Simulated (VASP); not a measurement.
# H8C3O2 in VASP: a series of runs, part 2 of 2

VASP 6.6.1.

## (3) Single point, PBE+D3(BJ)

File INCAR:

```
PREC     = Accurate       # precision mode
ENCUT    = 520            # plane-wave cutoff, eV
EDIFF    = 1E-6           # SCF threshold, eV
ISMEAR   = -1             # smearing method
SIGMA    = 0.02           # smearing width, eV
LREAL    = Auto         
LASPH    = T              # aspherical terms in the spheres
NELM     = 80             # most SCF steps
ALGO     = Normal         # electronic algorithm
ISIF     = 2              # what is computed and relaxed
LWAVE    = F              # write WAVECAR
LCHARG   = T              # write CHGCAR
GGA      = PE             # functional
IVDW     = 12             # dispersion correction
LELF     = T              # ELF
LVHAR    = T            
NBANDS   = 73             # bands
```

File KPOINTS:

```
regular mesh
0
Gamma
  1 1 1
```

File POSCAR:

```
H8C3O2
1.0
    7.1348020000      0.0000000000      0.0000000000
    0.0000000000      7.1348020000      0.0000000000
    0.0000000000      0.0000000000      7.1348020000
C O H
9 6 24
Direct
    0.0599175702      0.8027973306      0.9972105743
    0.4930480201      0.6305570918      0.5492514018
    0.4897122583      0.4866147652      0.3833322915
    0.5396645906      0.9646798888      0.0319700533
    0.5795956216      1.0074280968     -0.1780988456
    0.8873967350      0.3834163863      0.6769353936
    1.0396924820      0.5313111702      0.6616301335
    1.1196806863      0.2128720601      0.1838453261
    0.8942364483      0.2152407313      0.2122133172
   -0.0003083477      0.6809719457      1.0938495560
    0.1322671603      0.8986654430      0.8806971798
    0.4495569744      0.2969528797      0.4668945263
    0.7721027157      0.9699498318     -0.2179457818
    0.9666561174      0.7129980622      0.5976339638
    0.8616637154      0.0959381914      0.3568143867
    0.3334500383      0.2485983493      0.3916156328
    0.3960726591      0.5117170736      0.2657957432
    0.6308514238      0.4821297073      0.3262599298
    0.3683914424      0.7351570513      0.5520966104
    0.5020461675      0.5396225431      0.6657087331
    0.6266747136      0.7202302180      0.5551240245
    0.7650527653      0.8537868325     -0.2889218229
    0.5019340411      0.9128214070     -0.2632448665
    0.5419912143      1.1535568892     -0.2208190220
    0.4171243995      0.8729324234      0.0750826722
    0.6557434951      0.9125831383      0.1263244586
    0.5018219146      1.0897289091      0.0999046645
    1.0147443475      0.7301534086      0.4736641605
    1.0751945184      0.5655377683      0.8161684094
    1.1502771906      0.4852832636      0.5831836679
    0.9474124159      0.2463978678      0.6143688360
    0.8053341915      0.3834724496      0.8095249174
    0.7984664466      0.4194510233      0.5553622932
    0.7273362316      0.1075292629      0.3738015435
    0.8442280529      0.3579216354      0.2442954969
    0.8158460459      0.1904467706      0.0894068259
    1.1789955769      0.3311514461      0.2676878770
    1.1643911071      0.0813477375      0.2421791102
    1.1650918974      0.2089756660      0.0424959235
```

Potentials or basis: VASP PAW PBE potentials, release 64 (C, O, H).

Started as:

```bash
$ cat potpaw_PBE.64/C/POTCAR potpaw_PBE.64/O/POTCAR potpaw_PBE.64/H/POTCAR > POTCAR
$ mpirun -np 1 vasp_gam > vasp.out
```

OUTCAR:

```text
PREC = Accurate
   ENCUT = 520
   EDIFF = 1E-6
   ISMEAR = -1
   LREAL = Auto
   LASPH = T
   NELM = 80
   ISIF = 2
   GGA = PE
   IVDW = 12
 IVDW          = 12

 ion  position               nearest neighbor table
   1  0.060  0.803  0.997-  10 1.19  11 1.19
   2  0.493  0.631  0.549-  20 1.06  21 1.15  19 1.16   3 1.57
   3  0.490  0.487  0.383-  18 1.09  17 1.09  12 1.51   2 1.57
   4  0.540  0.965  0.032-  27 1.05  26 1.13  25 1.13   5 1.56
[... 349 lines left out ...]
  -------------------------------------------------------------------------------------
  Total       1.27409     0.48700     1.98654     0.58392     2.68539    -0.80197
  in kB       5.62037     2.14830     8.76317     2.57584    11.84603    -3.53772
  external pressure =        5.51 kB  Pullay stress =        0.00 kB

 VOLUME and BASIS-vectors are now :
 -----------------------------------------------------------------------------
  energy-cutoff  :      520.00
  volume of cell :      363.20
      direct lattice vectors                 reciprocal lattice vectors
     7.134802000  0.000000000  0.000000000     0.140158059  0.000000000  0.000000000
     0.000000000  7.134802000  0.000000000     0.000000000  0.140158059  0.000000000
     0.000000000  0.000000000  7.134802000     0.000000000  0.000000000  0.140158059

 POSITION                                       TOTAL-FORCE (eV/Angst)
 -----------------------------------------------------------------------------------
      0.42750      5.72780      7.11490         0.843850     -0.082928     -1.919120
      3.51780      4.49890      3.91880        -0.306970      2.015398     -1.813652
      3.49400      3.47190      2.73500         0.409841     -0.445978      1.570113
      3.85040      6.88280      0.22810        -0.349366     -1.153672      1.051740
      4.13530      0.05300      5.86410         0.275697      0.031639      1.338432
      6.33140      2.73560      4.82980         0.598568     -0.802111     -2.359562
[... 31 lines left out ...]
      1.17290      0.58040      1.72790         0.247307     -0.684885      0.498956
      1.17790      1.49100      0.30320         0.297843      0.529496     -1.156479
 -----------------------------------------------------------------------------------
    total drift:                                0.018396      0.017574     -0.006917

  FREE ENERGIE OF THE ION-ELECTRON SYSTEM (eV)
  ---------------------------------------------------
  free  energy   TOTEN  =      -209.3476130988 eV

  energy  without entropy=     -209.3476130988  energy(sigma->0) =     -209.34761310
```

OSZICAR:

```text
N       E                     dE             d eps       ncg     rms          rms(c)
DAV:   1     0.653256114480E+03    0.65326E+03   -0.52006E+04   154   0.122E+03
DAV:   2    -0.158959335694E+03   -0.81222E+03   -0.77023E+03   188   0.283E+02
DAV:   3    -0.225292218889E+03   -0.66333E+02   -0.65855E+02   188   0.859E+01
DAV:   4    -0.226571170363E+03   -0.12790E+01   -0.12740E+01   180   0.134E+01
DAV:   5    -0.226601596719E+03   -0.30426E-01   -0.30379E-01   188   0.198E+00    0.250E+01
DAV:   6    -0.210218622018E+03    0.16383E+02   -0.31516E+01   180   0.189E+01    0.122E+01
DAV:   7    -0.207948148478E+03    0.22705E+01   -0.49631E+00   180   0.848E+00    0.638E+00
DAV:   8    -0.207514576062E+03    0.43357E+00   -0.99395E-01   188   0.406E+00    0.190E+00
DAV:   9    -0.207485743519E+03    0.28833E-01   -0.99845E-02   172   0.144E+00    0.565E-01
DAV:  10    -0.207492866888E+03   -0.71234E-02   -0.27833E-02   164   0.661E-01    0.290E-01
DAV:  11    -0.207495454620E+03   -0.25877E-02   -0.47930E-03   172   0.316E-01    0.129E-01
DAV:  12    -0.207496328228E+03   -0.87361E-03   -0.15025E-03   164   0.206E-01    0.468E-02
DAV:  13    -0.207496459095E+03   -0.13087E-03   -0.72965E-04   180   0.120E-01    0.317E-02
DAV:  14    -0.207496462377E+03   -0.32819E-05   -0.12313E-04   164   0.505E-02    0.114E-02
DAV:  15    -0.207496466368E+03   -0.39913E-05   -0.28131E-05   164   0.219E-02    0.756E-03
DAV:  16    -0.207496466599E+03   -0.23076E-06   -0.48466E-06   180   0.109E-02
   1 F= -.20934761E+03 E0= -.20934761E+03  d E =-.128050E-11
```

stdout:

```text
POSCAR found type information on POSCAR C O H
 POSCAR found :  3 types and      39 ions
 scaLAPACK will be used
 LDA part: xc-table for (Slater+PW92), standard interpolation
 POSCAR, INCAR and KPOINTS ok, starting setup
 FFT: planning ... GRIDC
 FFT: planning ... GRID_SOFT
 FFT: planning ... GRID
 WAVECAR not read
 entering main loop
```

Wall time 95 s (1 thread of AMD EPYC 7R13, shared host); peak memory 0.32 GiB.

Results:

| Quantity | Value |
| --- | --- |
| Free energy | -209.3476 eV |
| Pressure | 0.6 GPa |
| Largest force | 5.486 eV/Å |
| Band gap on the k mesh | 4.20 eV |
| Dispersion energy per atom | -0.047 eV |

Forces in eV/Å, atoms in the order of the input:
```
C    0.844 -0.083 -1.919
C   -0.307  2.015 -1.814
C    0.410 -0.446  1.570
C   -0.349 -1.154  1.052
C    0.276  0.032  1.338
C    0.599 -0.802 -2.360
C   -2.878  1.889  4.271
C   -2.384  0.824  1.163
C    3.273  2.302 -0.793
O    0.011  1.072  0.321
O   -0.745 -0.583  1.980
O   -1.671  0.335 -2.132
O   -0.337  0.216 -0.019
O    0.266 -1.144  0.060
O   -1.001 -1.554  1.098
H    2.108  0.636  1.427
H   -0.415  0.340 -0.053
H    0.276 -0.156 -0.247
H    1.180 -1.456  0.161
H   -0.347 -0.390  1.504
H   -1.124 -0.971 -0.598
H    0.988 -0.056 -0.162
H   -1.057 -0.379 -0.542
H    0.197 -0.532  0.412
H    0.763  0.245 -1.008
H   -0.164  0.076 -1.254
H   -0.452  1.711  0.775
H   -0.006  0.379 -0.874
H    0.603 -0.689 -1.769
H    2.330 -0.622 -1.426
H   -0.782  0.915  1.746
H    0.489 -0.364 -0.570
H   -0.501 -0.065  0.504
H   -0.443 -0.374  0.825
H    0.519  0.398  0.328
H   -0.364 -1.066 -1.599
H   -0.349 -0.344 -0.740
H    0.247 -0.685  0.499
H    0.298  0.529 -1.156
```

Caveat: the k points lie up to 0.88 Å⁻¹ apart.

## (4) Single point, PBE+D3(BJ)

File INCAR:

```
  PREC = Accurate
  ENCUT = 520
  EDIFF = 1E-6
  ISMEAR = -1
  SIGMA = 0.02
  LREAL = Auto
  LASPH = True
  NELM = 60
  ALGO = Normal
  ISIF = 2
  LWAVE = False
  LCHARG = True
  GGA = PE
  IVDW = 12
  LELF = True
  LVHAR = True
  NBANDS = 73
```

File KPOINTS:

```
Automatic mesh
0
Gamma
  1 1 1
```

File POSCAR:

```
H8C3O2
1.0
    7.1348020000      0.0000000000      0.0000000000
    0.0000000000      7.1348020000      0.0000000000
    0.0000000000      0.0000000000      7.1348020000
C O H
9 6 24
Direct
    0.0427201764      0.7606097548      1.0272184148
    0.4992149747      0.6965014586      0.5013033298
    0.5331752724      0.5415707402      0.3602482592
    0.5170150482      0.9544903979      0.0440937254
    0.5615712952      1.0194676741     -0.1492963645
    0.9115599844      0.3431489760      0.6797245390
    1.0184725519      0.5328248773      0.6271092036
    1.1198628918      0.2172309757      0.1731652820
    0.9135362131      0.1548185920      0.1829903619
   -0.0033077302      0.6523236384      1.1339627925
    0.1060295717      0.8625186796      0.9180633184
    0.4870492552      0.3738295751      0.4710992681
    0.7590540004      0.9725707875     -0.2194594889
    0.9080420171      0.6989261930      0.5713823593
    0.8715448586      0.0726158904      0.3617479504
    0.4493187057      0.2767841350      0.3907326370
    0.4733698286      0.5574366324      0.2164320748
    0.6870968529      0.5368333978      0.3523153130
    0.3730587058      0.6852747981      0.5818661821
    0.6144809625      0.7004118685      0.5944383600
    0.4943374743      0.8469050718      0.4623954526
    0.7724951582      0.8398691372     -0.2542327033
    0.4505941440      0.9726829140     -0.2459493620
    0.5630009074      1.1750150880     -0.1411531813
    0.4221841055      0.8215364631      0.0374502334
    0.6540335667      0.9252674426      0.1088467487
    0.4456185329      1.0301056708      0.1484414003
    0.9826481520      0.8176120374      0.6041933609
    1.1274734744      0.5669393488      0.7241546437
    1.0908081261      0.5109882517      0.4930480201
    1.0294469279      0.2842966070      0.7538541364
    0.8127065054      0.3703676710      0.7930843771
    0.8201629141      0.3065537067      0.5674579337
    0.7898747576      0.1468295827      0.4378117290
    0.8353560477      0.2704630065      0.1338369306
    0.8923443145      0.0558670023      0.0496019371
    1.1491699419      0.3079272557      0.2997139935
    1.1946652479      0.0954756698      0.1976649107
    1.1451333898      0.3044233042      0.0514940709
```

Started as:

```bash
$ cat potpaw_PBE.64/C/POTCAR potpaw_PBE.64/O/POTCAR potpaw_PBE.64/H/POTCAR > POTCAR
$ mpirun -np 1 vasp_gam > vasp.out
```

It took 1.9 min on 1 thread of AMD EPYC 7R13, shared host; peak memory 0.33 GiB.

The run converged. Its results:

* Free energy: -208.7650 eV
* Pressure: 2.3 GPa
* Largest force: 4.685 eV/Å
* Band gap on the k mesh: 4.57 eV
* Dispersion energy per atom: -0.048 eV

Forces on the atoms (eV/Å):
```
C    1.190  1.298 -1.567
C   -0.695  1.762 -0.616
C    0.876  0.082  1.189
C    0.529 -3.921  0.001
C    0.899  1.373 -0.685
C    0.635  4.449  1.324
C   -1.120 -0.262 -2.197
C   -1.866  1.934  2.042
C    1.231 -1.334 -1.857
O   -1.771 -2.970  3.113
O    0.876  1.432 -1.676
O    0.150  1.130  0.192
O   -2.224  0.683  1.066
O    0.975  1.024  1.690
O    0.469 -0.946 -1.614
H   -0.541 -1.283 -1.184
H   -0.249 -0.410  0.717
H    0.003  0.105 -0.791
H   -0.847 -0.681  0.314
H    0.757 -0.437  0.878
H    0.158 -0.540 -0.945
H   -0.461 -0.072 -0.098
H    0.420  0.151 -0.273
H    0.079 -0.344 -0.644
H    1.472  0.943  0.125
H   -0.327 -0.520  0.238
H   -0.706  1.771  0.355
H   -0.922 -1.775 -0.766
H    0.401  0.281  0.968
H    0.397 -0.701  0.174
H    0.083 -1.919 -0.726
H   -0.237  0.336  0.414
H    0.360 -0.878 -0.440
H   -0.500  0.374  0.089
H   -1.482  1.364  0.465
H    0.059  0.755  2.258
H   -0.234 -0.282 -0.683
H    1.703 -1.610 -0.330
H    0.458 -0.362 -0.520
```

Stress tensor (GPa, compression positive):
```
 1.93 -1.64 -0.39
-1.64  3.30 -0.45
-0.39 -0.45  1.61
```

Levels at points of the mesh, in eV from the valence-band top:
```
           k point  band 46  band 47  band 48  band 49  band 50  band 51
(0.00, 0.00, 0.00)    -0.34    -0.26     0.00     4.57     5.35     5.59
```

Caveat: the k points lie up to 0.88 Å⁻¹ apart.
